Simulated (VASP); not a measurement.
# Si2W (I4/mmm) in VASP: electric field gradients with PBE

Aim: the electric field gradients of Si2W with PBE.

Program: VASP 6.6.1. These are calculated values, not measurements. Logs are shortened: lines on timing, memory, paths and dates and some standing lists are left out, and cuts for length are marked.

### 1 The cell of the first run

Symmetry: I4/mmm, No. 139, tetragonal system. Conventional cell: a = 3.201 Å, b = 3.201 Å, c = 7.854 Å, α = 90.00°, β = 90.00°, γ = 90.00°. Within 3.4 Å of Si (site symmetry 4mm) lie 9 Si at 2.61 to 3.20 Å and 5 W at 2.62 Å. Within 3.4 Å of W (site symmetry 4/mmm) lie 10 Si at 2.62 Å and 4 W at 3.20 Å.

### 2 Electric field gradients, PBE (13.41 Å³/atom)

File INCAR:

```
PREC     = Accurate       # precision mode
ENCUT    = 520            # plane-wave cutoff, eV
EDIFF    = 1E-8           # SCF threshold, eV
ISMEAR   = -1             # smearing method
SIGMA    = 0.05           # smearing width, eV
LREAL    = F              # projectors in reciprocal space
LASPH    = T              # aspherical terms in the spheres
NELM     = 60             # most SCF steps
ALGO     = Normal         # electronic algorithm
ISIF     = 2              # what is computed and relaxed
LWAVE    = F              # write WAVECAR
LCHARG   = F              # write CHGCAR
GGA      = PE             # functional
LEFG     = T            
ISYM     = 0            
NBANDS   = 18             # bands
```

File KPOINTS:

```
regular mesh
0
Gamma
  11 11 14
```

File POSCAR:

```
Si2W
1.0
   -1.6006287224      1.6006287224      3.9268226440
    1.6006287224     -1.6006287224      3.9268226440
    1.6006287224      1.6006287224     -3.9268226440
Si W
2 1
Direct
    0.3330000000      0.3330000000      0.0000000000
    0.6670000000      0.6670000000      0.0000000000
    0.0000000000      0.0000000000      0.0000000000
```

Potentials or basis: VASP PAW PBE potentials, release 64 (Si, W_sv).

Run with:

```sh
cat potpaw_PBE.64/Si/POTCAR potpaw_PBE.64/W_sv/POTCAR > POTCAR
mpirun -np 1 vasp_std > vasp.out
```

OUTCAR:

```text
PREC = Accurate
   ENCUT = 520
   EDIFF = 1E-8
   ISMEAR = -1
   LREAL = F
   LASPH = T
   NELM = 60
   ISIF = 2
   GGA = PE
   ISYM = 0

 ion  position               nearest neighbor table
   1  0.333  0.333  0.000-   2 2.61   2 2.61   2 2.61   2 2.61   3 2.62   3 2.62   3 2.62   3 2.62
                             3 2.62   2 2.62
   2  0.667  0.667  0.000-   1 2.61   1 2.61   1 2.61   1 2.61   3 2.62   3 2.62   3 2.62   3 2.62
                             3 2.62   1 2.62
   3  0.000  0.000  0.000-   1 2.62   2 2.62   2 2.62   1 2.62   2 2.62   1 2.62   2 2.62   1 2.62
                             1 2.62   2 2.62

IMPORTANT INFORMATION: All symmetrisations will be switched off!
NOSYMM: (Re-)initialisation of all symmetry stuff for point group C_1.

----------------------------------------------------------------------------------------

                                     Primitive cell

  volume of cell :      40.2423

  direct lattice vectors                    reciprocal lattice vectors
    -1.600628722  1.600628722  3.926822644     0.000000000  0.312377251  0.127329407
     1.600628722 -1.600628722  3.926822644     0.312377251  0.000000000  0.127329407
     1.600628722  1.600628722 -3.926822644     0.312377251  0.312377251  0.000000000

  length of vectors
     4.532544615  4.532544615  4.532544615     0.337331180  0.337331180  0.441768145

  position of ions in fractional coordinates (direct lattice)
     0.333000000  0.333000000  0.000000000
     0.667000000  0.667000000  0.000000000
     0.000000000  0.000000000  0.000000000

  ion indices of the primitive-cell ions
   primitive index   ion index
                 1           1
                 2           2
                 3           3

----------------------------------------------------------------------------------------

 KPOINTS: regular mesh

Automatic generation of k-mesh.
 Grid dimensions read from file:
 generate k-points for:   11   11   14

 Generating k-lattice:

  Cartesian coordinates                     Fractional coordinates (reciprocal lattice)
     0.000000000  0.028397932  0.011575401     0.090909091  0.000000000  0.000000000
     0.028397932  0.000000000  0.011575401     0.000000000  0.090909091  0.000000000
     0.022312661  0.022312661  0.000000000     0.000000000  0.000000000  0.071428571

  Length of vectors
     0.030666471  0.030666471  0.031554867

  Shift w.r.t. Gamma in fractional coordinates (k-lattice)
     0.000000000  0.000000000  0.000000000

 -----------------------------------------------------------------------------
|                                                                             |
|           W    W    AA    RRRRR   N    N  II  N    N   GGGG   !!!           |
|           W    W   A  A   R    R  NN   N  II  NN   N  G    G  !!!           |
|           W    W  A    A  R    R  N N  N  II  N N  N  G       !!!           |
|           W WW W  AAAAAA  RRRRR   N  N N  II  N  N N  G  GGG   !            |
|           WW  WW  A    A  R   R   N   NN  II  N   NN  G    G                |
|           W    W  A    A  R    R  N    N  II  N    N   GGGG   !!!           |
|                                                                             |
|     Your reciprocal lattice and k-lattice belong to different lattice       |
|     classes:                                                                |
|                                                                             |
|        The reciprocal lattice is body-centered tetragonal,                  |
|        whereas your k-lattice is base-centered monoclinic.                  |
|                                                                             |
|     Results are often still useful ...                                      |
|                                                                             |
 -----------------------------------------------------------------------------

 WARNING: IBZKPT: internal override: KBLOWUP is changed to .FALSE.
      ... skipping the blow-up phase ...

 Subroutine IBZKPT returns following result:
 ===========================================

 Found    848 irreducible k-points:

 Following reciprocal coordinates:
            Coordinates               Weight
  0.000000  0.000000  0.000000      1.000000
  0.090909  0.000000  0.000000      2.000000
  0.181818  0.000000  0.000000      2.000000
  0.272727  0.000000 -0.000000      2.000000
  0.363636  0.000000 -0.000000      2.000000
  0.454545  0.000000 -0.000000      2.000000
[... 16 lines left out ...]
  0.454545  0.181818 -0.000000      2.000000
 -0.454545  0.181818  0.000000      2.000000
 [... further k-points ...]
   k-points           NKPTS =    848   k-points in BZ     NKDIM =    848   number of bands    NBANDS=     18
   number of dos      NEDOS =    301   number of ions     NIONS =      3
   total plane-waves  NPLWV =  46656
   dimension x,y,z NGX =    36 NGY =   36 NGZ =   36
   dimension x,y,z NGXF=    72 NGYF=   72 NGZF=   72
   ions per type =               2   1
   NGX,Y,Z   is equivalent  to a cutoff of  13.20, 13.20, 13.20 a.u.
   NGXF,Y,Z  is equivalent  to a cutoff of  26.41, 26.41, 26.41 a.u.
 SYSTEM =  unknown system
   PREC   = accura    normal or accurate (medium, high low for compatibility)
   ISTART =      0    job   : 0-new  1-cont  2-samecut
   ICHARG =      2    charge: 1-file 2-atom 10-const
   ISPIN  =      1    spin polarized calculation?
   LNONCOLLINEAR =      F non collinear calculations
   LSORBIT =      F    spin-orbit coupling
   LASPH  =      T    aspherical Exc in radial PAW
   ENCUT  =  520.0 eV  38.22 Ry    6.18 a.u.   8.43  8.43  8.43*2*pi/ulx,y,z
   NELM   =     60;   NELMIN=  2; NELMDL= -5     # of ELM steps
   EDIFF  = 0.1E-07   stopping-criterion for ELM
   LREAL  =      F    real-space projection
   EDIFFG = 0.1E-06   stopping-criterion for IOM
   NSW    =      0    number of steps for IOM
   IBRION =     -1    ionic relax: 0-MD 1-quasi-New 2-CG
   NFREE  =      0    steps in history (QN), initial steepest desc. (CG)
   ISIF   =      2    stress and relaxation
   ISYM   =      0    0-nonsym 1-usesym 2-fastsym
   POTIM  = 0.5000    time-step for ionic-motion
   TEBEG  =    0.0;   TEEND  =   0.0 temperature during run
   PSTRESS=    0.0 pullay stress
   NELECT =      22.0000    total number of electrons
   NUPDOWN=      -1.0000    fix difference up-down
   EMIN   =  10.00;   EMAX   =-10.00  energy-range for DOS
   EFERMI =   0.00;   METHOD = LEGACY
   ISMEAR =    -1;   SIGMA  =   0.05  broadening in eV -4-tet -1-fermi 0-gaus
   EFERMI_NEDOS =   21; number of points for ismear=-14 and -15
   IALGO  =     38    algorithm
   IMIX   =      4    mixing-type and parameters
     AMIX     =   0.40;   BMIX     =  1.00
     AMIX_MAG =   1.60;   BMIX_MAG =  1.00
  volume/ion in A,a.u.               =      13.41        90.52
  Fermi-wavevector in a.u.,A,eV,Ry     =   1.338613  2.529611 24.380056  1.791884
  Thomas-Fermi vector in A             =   2.467069
   LORBIT       =      0    0 simple, 1 ext, 2 COOP (PROOUT), +10 PAW based schemes
   GGA     = PE    functional components
   LHFCALC =     F    Hartree Fock is set to
   AEXX    =    0.0000 exact exchange contribution
   IVDW    =     0    specifies the selected vdW correction
   LEPSILON=     F    determine dielectric tensor
   LRPA    =     F    only Hartree local field effects (RPA)
 non-spin polarized calculation
  energy-cutoff  :      520.00
  volume of cell :       40.24
 maximum number of plane-waves:      1108
 NGX is ok and might be reduce to    36
   NGX = 17   NGY = 17   NGZ = 17

 number of electron      21.9999999 magnetization

 Free energy of the ion-electron system (eV)
  ---------------------------------------------------
  ext. energy  EPLUGINS =         0.00000000
  ---------------------------------------------------
  free energy    TOTEN  =       -24.80219414 eV

  energy without entropy =      -24.80007796  energy(sigma->0) =      -24.80113605

 E-fermi :  12.0701     XC(G=0): -12.5535

 val. band max:       12.0665891613   @ k =  -0.3636   0.3636   0.4286
 cond. band min:      12.0725880484   @ k =   0.3636  -0.2727   0.4286
 fundamental gap:      0.0059988870
 Fermi energy:        12.0701029704

 k-point     1 :       0.0000    0.0000    0.0000
  band No.  band energies     occupation
      1     -61.8100      2.00000
      2     -26.0878      2.00000
      3     -26.0412      2.00000
      4     -26.0411      2.00000
      5      -2.1032      2.00000
      6       5.1729      2.00000
[... 10 lines left out ...]
     17      17.6774      0.00000
     18      17.6776      0.00000

 k-point     2 :       0.0909    0.0000    0.0000
  band No.  band energies     occupation
      1     -61.8094      2.00000
      2     -26.0864      2.00000
      3     -26.0593      2.00000
      4     -26.0395      2.00000
      5      -1.9449      2.00000
      6       5.1846      2.00000
[... 10 lines left out ...]
     17      17.7215      0.00000
     18      18.2368      0.00000

 k-point     3 :       0.1818    0.0000    0.0000
  band No.  band energies     occupation
      1     -61.8077      2.00000
      2     -26.1079      2.00000
      3     -26.0826      2.00000
      4     -26.0351      2.00000
      5      -1.4795      2.00000
      6       5.1371      2.00000
[... 10 lines left out ...]
     17      18.2772      0.00000
     18      19.4885      0.00000

 k-point     4 :       0.2727    0.0000   -0.0000
  band No.  band energies     occupation
      1     -61.8054      2.00000
      2     -26.1707      2.00000
      3     -26.0778      2.00000
      4     -26.0293      2.00000
      5      -0.7344      2.00000
      6       4.7285      2.00000
[... 375 lines left out ...]
      4     -26.0681      2.00000
      5       1.0058      2.00000
      6       3.6830      2.00000
[... 10 lines left out ...]
     17      19.2163      0.00000
     18      20.6012      0.00000

 k-point    23 :       0.4545    0.1818   -0.0000
  band No.  band energies     occupation
      1     -61.7999      2.00000
      2     -26.2523      2.00000
      3     -26.0842      2.00000
      4     -26.0642      2.00000
      5       2.0922      2.00000
      6       2.6595      2.00000
[... 10 lines left out ...]
     17      19.3969      0.00000
     18      20.9867      0.00000

 k-point    24 :      -0.4545    0.1818    0.0000
  band No.  band energies     occupation
      1     -61.7999      2.00000
      2     -26.2522      2.00000
      3     -26.0841      2.00000
      4     -26.0632      2.00000
      5       1.5052      2.00000
      6       3.2537      2.00000
[... 10 lines left out ...]
     17      19.2417      0.00000
     18      20.5085      0.00000

 [... further k-points ...]
[... 5 lines left out ...]
  --------------------------------------------------------------------------------------
  -------------------------------------------------------------------------------------
  Total        1.2305143      1.2305142      0.6440902      0.0121112      0.0008664      0.0008664
  in kB       48.9908247     48.9908224     25.6433503      0.4821887      0.0344943      0.0344929
  external PRESSURE =      41.2083325 kB  Pullay stress =       0.0000000 kB

 VOLUME and BASIS-vectors are now :
 -----------------------------------------------------------------------------
  energy-cutoff  :      520.00
  volume of cell :       40.24
      direct lattice vectors                 reciprocal lattice vectors
    -1.600628722  1.600628722  3.926822644     0.000000000  0.312377251  0.127329407
     1.600628722 -1.600628722  3.926822644     0.312377251  0.000000000  0.127329407
     1.600628722  1.600628722 -3.926822644     0.312377251  0.312377251  0.000000000

 POSITION                                       TOTAL-FORCE (eV/Angst)
 -----------------------------------------------------------------------------------
      0.00000      0.00000      2.61526        -0.000524     -0.000524      0.189769
      0.00000      0.00000      5.23838         0.000524      0.000524     -0.189769
      0.00000      0.00000      0.00000         0.000000     -0.000000      0.000000
 -----------------------------------------------------------------------------------
    total drift:                                0.000000     -0.000000      0.000000

  FREE ENERGIE OF THE ION-ELECTRON SYSTEM (eV)
  ---------------------------------------------------
  free  energy   TOTEN  =       -24.8021941416 eV

  energy  without entropy=      -24.8000779605  energy(sigma->0) =      -24.80113605

 Electric field gradients (V/A^2)
---------------------------------------------------------------------
 ion       V_xx      V_yy      V_zz      V_xy      V_xz      V_yz
---------------------------------------------------------------------
   1       4.643     4.643    -9.287     0.061    -0.002    -0.002
   2       4.643     4.643    -9.287     0.061    -0.002    -0.002
   3      63.921    63.921  -127.842     0.010     0.053     0.053
---------------------------------------------------------------------

 Electric field gradients after diagonalization (V/A^2)
 (convention: |V_zz| > |V_xx| > |V_yy|)
----------------------------------------------------------------------
 ion       V_xx      V_yy      V_zz     asymmetry (V_yy - V_xx)/ V_zz
----------------------------------------------------------------------
   1       4.705     4.582    -9.287       0.013
   2       4.705     4.582    -9.287       0.013
   3      63.932    63.911  -127.842       0.000
----------------------------------------------------------------------

           NMR quadrupolar parameters

 Cq : quadrupolar parameter    Cq=e*Q*V_zz/h
 eta: asymmetry parameters     (V_yy - V_xx)/ V_zz
 Q  : nuclear electric quadrupole moment in mb (millibarn)
----------------------------------------------------------------------
 ion       Cq(MHz)       eta       Q (mb)
----------------------------------------------------------------------
   1      -0.022       0.013       1.000
   2      -0.022       0.013       1.000
   3      -0.309       0.000       1.000
----------------------------------------------------------------------
```

It took 11 min on 1 thread of Intel Xeon Platinum 8488C (Sapphire Rapids), shared host; peak memory 0.66 GiB.

Results:

| Item | Value |
| --- | --- |
| Free energy | -24.8022 eV |
| Pressure | 4.1 GPa |
| Largest force | 0.190 eV/Å |
| Band gap on the k mesh | zero (bands 11 and 12 overlap by 1.27 eV) |
| Largest electric field gradient by atom | Si -9.3; W -127.8 V/Å² |

Forces on the atoms (eV/Å):
```
Si  -0.001 -0.001  0.190
Si   0.001  0.001 -0.190
W    0.000  0.000  0.000
```

Stress tensor (GPa, compression positive):
```
4.90 0.05 0.00
0.05 4.90 0.00
0.00 0.00 2.56
```

Levels at points of the mesh, in eV from the Fermi level:
| k point | band 9 | band 10 | band 11 | band 12 | band 13 | band 14 |
| --- | --- | --- | --- | --- | --- | --- |
| (0.00, 0.00, 0.00) | -2.90 | -2.90 | 0.66 | 2.72 | 2.82 | 3.19 |
| (0.00, 0.00, 0.50) | -5.10 | -3.34 | -1.72 | 2.64 | 3.02 | 3.15 |

Electric field gradients, principal values (V/Å²):
```csv
atom,least,middle,greatest (by size)
1 Si,4.582,4.705,-9.287
2 Si,4.582,4.705,-9.287
3 W,63.911,63.932,-127.842
```

Caveat: the cell stands under pressure; without QUAD_EFG the Cq values of the log hold for a quadrupole moment of 1 mb, not for the nuclei; spin-orbit coupling is left out, which moves the levels of the heavy elements.
